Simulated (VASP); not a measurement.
# Fe (Pm-3m) in VASP: single point with PBEsol

Aim: the single point of Fe with PBEsol.

Program: VASP 6.6.1. These are calculated values, not measurements. Logs are shortened: lines on timing, memory, paths and dates and some standing lists are left out, and cuts for length are marked.

## 1. The cell of the first run

It takes space group Pm-3m (No. 221, cubic). Conventional cell: a = 2.238 Å, b = 2.238 Å, c = 2.238 Å, α = 90.00°, β = 90.00°, γ = 90.00°. Fe (site symmetry m-3m) has 6 Fe at 2.24 Å within 3.0 Å.

## 2. Single point, PBEsol

Input file INCAR:

```
SYSTEM = Fe
ALGO     = Normal         ! electronic algorithm
EDIFF    = 1E-6           ! SCF threshold, eV
ENCUT    = 520            ! plane-wave cutoff, eV
GGA      = PS             ! functional
ISIF     = 2              ! what is computed and relaxed
ISMEAR   = -1             ! smearing method
LASPH    = .True.         ! aspherical terms in the spheres
LCHARG   = .False.        ! write CHGCAR
LREAL    = .False.        ! projectors in reciprocal space
LWAVE    = .False.        ! write WAVECAR
NBANDS   = 10             ! bands
NELM     = 60             ! most SCF steps
PREC     = Accurate       ! precision mode
SIGMA    = 0.13605693000000002 ! smearing width, eV
```

Input file KPOINTS:

```
k-points
0
Gamma
  15 15 15
  0 0 0
```

Input file POSCAR:

```
Fe
1.0
    2.2381101194      0.0000000000      0.0000000000
    0.0000000000      2.2381101194      0.0000000000
    0.0000000000      0.0000000000      2.2381101194
Fe
1
Direct
    0.0000000000      0.0000000000      0.0000000000
```

Potentials or basis: VASP PAW PBE potentials, release 64 (Fe).

On the command line:

```
$ cat potpaw_PBE.64/Fe/POTCAR > POTCAR
$ mpirun -np 1 vasp_std > vasp.out
```

OUTCAR:

```text
SYSTEM = Fe
   EDIFF = 1E-6
   ENCUT = 520
   GGA = PS
   ISIF = 2
   ISMEAR = -1
   LASPH = .True.
   LREAL = .False.
   NELM = 60
   PREC = Accurate

 ion  position               nearest neighbor table
   1  0.000  0.000  0.000-

  LATTYP: Found a simple cubic cell.
 ALAT       =     2.2381101194

  Lattice vectors:

 A1 = (   2.2381101194,   0.0000000000,   0.0000000000)
 A2 = (   0.0000000000,   2.2381101194,   0.0000000000)
 A3 = (   0.0000000000,   0.0000000000,   2.2381101194)

Analysis of symmetry for initial positions (statically):
=====================================================================
 Subroutine PRICEL returns:
 Original cell was already a primitive cell.

 Routine SETGRP: Setting up the symmetry group for a
 simple cubic supercell.

 Subroutine GETGRP returns: Found 48 space group operations
 (whereof 48 operations were pure point group operations)
 out of a pool of 48 trial point group operations.

The static configuration has the point symmetry O_h .

Analysis of symmetry for dynamics (positions and initial velocities):
=====================================================================
 Subroutine PRICEL returns:
 Original cell was already a primitive cell.

 Routine SETGRP: Setting up the symmetry group for a
 simple cubic supercell.

 Subroutine GETGRP returns: Found 48 space group operations
 (whereof 48 operations were pure point group operations)
 out of a pool of 48 trial point group operations.

The dynamic configuration has the point symmetry O_h .

 Subroutine INISYM returns: Found 48 space group operations
 (whereof 48 operations are pure point group operations),
 and found     1 'primitive' translations

----------------------------------------------------------------------------------------

                                     Primitive cell

  volume of cell :      11.2110

  direct lattice vectors                    reciprocal lattice vectors
     2.238110119  0.000000000  0.000000000     0.446805540  0.000000000  0.000000000
     0.000000000  2.238110119  0.000000000     0.000000000  0.446805540  0.000000000
     0.000000000  0.000000000  2.238110119     0.000000000  0.000000000  0.446805540

  length of vectors
     2.238110119  2.238110119  2.238110119     0.446805540  0.446805540  0.446805540

  position of ions in fractional coordinates (direct lattice)
     0.000000000  0.000000000  0.000000000

  ion indices of the primitive-cell ions
   primitive index   ion index
                 1           1

----------------------------------------------------------------------------------------

 KPOINTS: k-points

Automatic generation of k-mesh.
 Grid dimensions read from file:
 generate k-points for:   15   15   15

 Generating k-lattice:

  Cartesian coordinates                     Fractional coordinates (reciprocal lattice)
     0.029787036  0.000000000  0.000000000     0.066666667  0.000000000  0.000000000
     0.000000000  0.029787036  0.000000000     0.000000000  0.066666667  0.000000000
     0.000000000  0.000000000  0.029787036     0.000000000  0.000000000  0.066666667

  Length of vectors
     0.029787036  0.029787036  0.029787036

  Shift w.r.t. Gamma in fractional coordinates (k-lattice)
     0.000000000  0.000000000  0.000000000

 Subroutine IBZKPT returns following result:
 ===========================================

 Found    120 irreducible k-points:

 Following reciprocal coordinates:
            Coordinates               Weight
  0.000000  0.000000  0.000000      1.000000
  0.066667  0.000000  0.000000      6.000000
  0.133333  0.000000  0.000000      6.000000
  0.200000  0.000000  0.000000      6.000000
  0.266667  0.000000  0.000000      6.000000
  0.333333  0.000000  0.000000      6.000000
[... 16 lines left out ...]
  0.266667  0.200000  0.000000     24.000000
  0.333333  0.200000  0.000000     24.000000
 [... further k-points ...]
   k-points           NKPTS =    120   k-points in BZ     NKDIM =    120   number of bands    NBANDS=     10
   number of dos      NEDOS =    301   number of ions     NIONS =      1
   total plane-waves  NPLWV =   5832
   dimension x,y,z NGX =    18 NGY =   18 NGZ =   18
   dimension x,y,z NGXF=    36 NGYF=   36 NGZF=   36
   ions per type =               1
   NGX,Y,Z   is equivalent  to a cutoff of  13.37, 13.37, 13.37 a.u.
   NGXF,Y,Z  is equivalent  to a cutoff of  26.74, 26.74, 26.74 a.u.
 SYSTEM =  Fe
   PREC   = accura    normal or accurate (medium, high low for compatibility)
   ISTART =      0    job   : 0-new  1-cont  2-samecut
   ICHARG =      2    charge: 1-file 2-atom 10-const
   ISPIN  =      1    spin polarized calculation?
   LNONCOLLINEAR =      F non collinear calculations
   LSORBIT =      F    spin-orbit coupling
   LASPH  =      T    aspherical Exc in radial PAW
   ENCUT  =  520.0 eV  38.22 Ry    6.18 a.u.   4.16  4.16  4.16*2*pi/ulx,y,z
   NELM   =     60;   NELMIN=  2; NELMDL= -5     # of ELM steps
   EDIFF  = 0.1E-05   stopping-criterion for ELM
   LREAL  =      F    real-space projection
   EDIFFG = 0.1E-04   stopping-criterion for IOM
   NSW    =      0    number of steps for IOM
   IBRION =     -1    ionic relax: 0-MD 1-quasi-New 2-CG
   NFREE  =      0    steps in history (QN), initial steepest desc. (CG)
   ISIF   =      2    stress and relaxation
   ISYM   =      2    0-nonsym 1-usesym 2-fastsym
   POTIM  = 0.5000    time-step for ionic-motion
   TEBEG  =    0.0;   TEEND  =   0.0 temperature during run
   PSTRESS=    0.0 pullay stress
   NELECT =       8.0000    total number of electrons
   NUPDOWN=      -1.0000    fix difference up-down
   EMIN   =  10.00;   EMAX   =-10.00  energy-range for DOS
   EFERMI =   0.00;   METHOD = LEGACY
   ISMEAR =    -1;   SIGMA  =   0.14  broadening in eV -4-tet -1-fermi 0-gaus
   EFERMI_NEDOS =   21; number of points for ismear=-14 and -15
   IALGO  =     38    algorithm
   IMIX   =      4    mixing-type and parameters
     AMIX     =   0.40;   BMIX     =  1.00
     AMIX_MAG =   1.60;   BMIX_MAG =  1.00
  volume/ion in A,a.u.               =      11.21        75.66
  Fermi-wavevector in a.u.,A,eV,Ry     =   1.462929  2.764536 29.118679  2.140163
  Thomas-Fermi vector in A             =   2.579085
   LORBIT       =      0    0 simple, 1 ext, 2 COOP (PROOUT), +10 PAW based schemes
   GGA     = PS    functional components
   LHFCALC =     F    Hartree Fock is set to
   AEXX    =    0.0000 exact exchange contribution
   IVDW    =     0    specifies the selected vdW correction
   LEPSILON=     F    determine dielectric tensor
   LRPA    =     F    only Hartree local field effects (RPA)
 non-spin polarized calculation
  energy-cutoff  :      520.00
  volume of cell :       11.21
 maximum number of plane-waves:       312
 NGX is ok and might be reduce to    18
   NGX =  9   NGY =  9   NGZ =  9

 number of electron       8.0000010 magnetization

 Free energy of the ion-electron system (eV)
  ---------------------------------------------------
  ext. energy  EPLUGINS =         0.00000000
  ---------------------------------------------------
  free energy    TOTEN  =        -7.93378661 eV

  energy without entropy =       -7.80045953  energy(sigma->0) =       -7.86712307

 E-fermi :   6.0431     XC(G=0): -13.2833

 val. band max:        6.0420373352   @ k =   0.4000   0.3333   0.0000
 cond. band min:       6.0446614662   @ k =   0.2667   0.0667   0.0000
 fundamental gap:      0.0026241310
 Fermi energy:         6.0431274791

 k-point     1 :       0.0000    0.0000    0.0000
  band No.  band energies     occupation
      1      -2.5124      2.00000
      2       2.0457      2.00000
      3       2.0457      2.00000
      4       7.0858      0.00094
      5       7.0858      0.00094
      6       7.0858      0.00094
      7      27.2132      0.00000
      8      27.2132      0.00000
      9      27.2132      0.00000
     10      31.4349      0.00000

 k-point     2 :       0.0667    0.0000    0.0000
  band No.  band energies     occupation
      1      -2.3638      2.00000
      2       2.0736      2.00000
      3       2.1376      2.00000
      4       7.0037      0.00172
      5       7.0037      0.00172
      6       7.0923      0.00090
      7      25.5279      0.00000
      8      27.4250      0.00000
      9      27.4250      0.00000
     10      31.4050      0.00000

 k-point     3 :       0.1333    0.0000    0.0000
  band No.  band energies     occupation
      1      -1.9307      2.00000
      2       2.1532      2.00000
      3       2.4043      2.00000
      4       6.7768      0.00906
      5       6.7768      0.00906
      6       7.1106      0.00078
      7      22.7177      0.00000
      8      28.0425      0.00000
      9      28.0425      0.00000
     10      31.3153      0.00000

 k-point     4 :       0.2000    0.0000    0.0000
  band No.  band energies     occupation
      1      -1.2510      2.00000
      2       2.2723      2.00000
      3       2.8175      2.00000
      4       6.4555      0.09211
      5       6.4555      0.09211
      6       7.1376      0.00064
      7      19.9065      0.00000
      8      29.0199      0.00000
      9      29.0199      0.00000
     10      31.1686      0.00000
[... 222 lines left out ...]
 k-point    22 :       0.2000    0.2000    0.0000
  band No.  band energies     occupation
      1      -0.1244      2.00000
      2       2.7160      2.00000
      3       3.3904      2.00000
      4       5.8903      1.50913
      5       6.4624      0.08773
      6       6.6128      0.02992
      7      20.2698      0.00000
      8      22.1065      0.00000
      9      30.7221      0.00000
     10      32.6726      0.00000

 k-point    23 :       0.2667    0.2000    0.0000
  band No.  band energies     occupation
      1       0.5874      2.00000
      2       2.8558      2.00000
      3       3.8366      2.00000
      4       5.7737      1.75747
      5       6.1856      0.51951
      6       6.6013      0.03252
      7      18.1711      0.00000
      8      22.4365      0.00000
      9      31.9292      0.00000
     10      32.7576      0.00000

 k-point    24 :       0.3333    0.2000    0.0000
  band No.  band energies     occupation
      1       1.3122      2.00000
      2       2.9402      2.00000
      3       4.0688      2.00000
      4       5.8849      1.52382
      5       6.1363      0.67024
      6       6.6394      0.02467
      7      15.8383      0.00000
      8      23.4128      0.00000
      9      32.1517      0.00000
     10      33.3726      0.00000

 [... further k-points ...]
[... 5 lines left out ...]
  --------------------------------------------------------------------------------------
  -------------------------------------------------------------------------------------
  Total       -0.0351768     -0.0351768     -0.0351768     -0.0000000     -0.0000000      0.0000000
  in kB       -5.0271582     -5.0271582     -5.0271582     -0.0000000     -0.0000000      0.0000000
  external PRESSURE =      -5.0271582 kB  Pullay stress =       0.0000000 kB

 VOLUME and BASIS-vectors are now :
 -----------------------------------------------------------------------------
  energy-cutoff  :      520.00
  volume of cell :       11.21
      direct lattice vectors                 reciprocal lattice vectors
     2.238110119  0.000000000  0.000000000     0.446805540  0.000000000  0.000000000
     0.000000000  2.238110119  0.000000000     0.000000000  0.446805540  0.000000000
     0.000000000  0.000000000  2.238110119     0.000000000  0.000000000  0.446805540

 POSITION                                       TOTAL-FORCE (eV/Angst)
 -----------------------------------------------------------------------------------
      0.00000      0.00000      0.00000         0.000000      0.000000      0.000000
 -----------------------------------------------------------------------------------
    total drift:                                0.000000      0.000000      0.000000

  FREE ENERGIE OF THE ION-ELECTRON SYSTEM (eV)
  ---------------------------------------------------
  free  energy   TOTEN  =        -7.9337866057 eV

  energy  without entropy=       -7.8004595281  energy(sigma->0) =       -7.86712307
```

Run time: 7.3 s. Hardware: 1 thread of Intel Xeon 6975P-C, shared host; peak memory 0.13 GiB.

What came out:

| Property | Result |
| --- | --- |
| Free energy | -7.9338 eV |
| Pressure | -0.5 GPa |
| Band gap on the k mesh | zero (band 4 reaches 8.23 eV, above the bottom of band 5 at 5.35 eV) |

Caveat: the PAW data sets were made with another functional, which shifts forces and pressure a little; the run has no spin polarisation, though such a crystal can be magnetic.
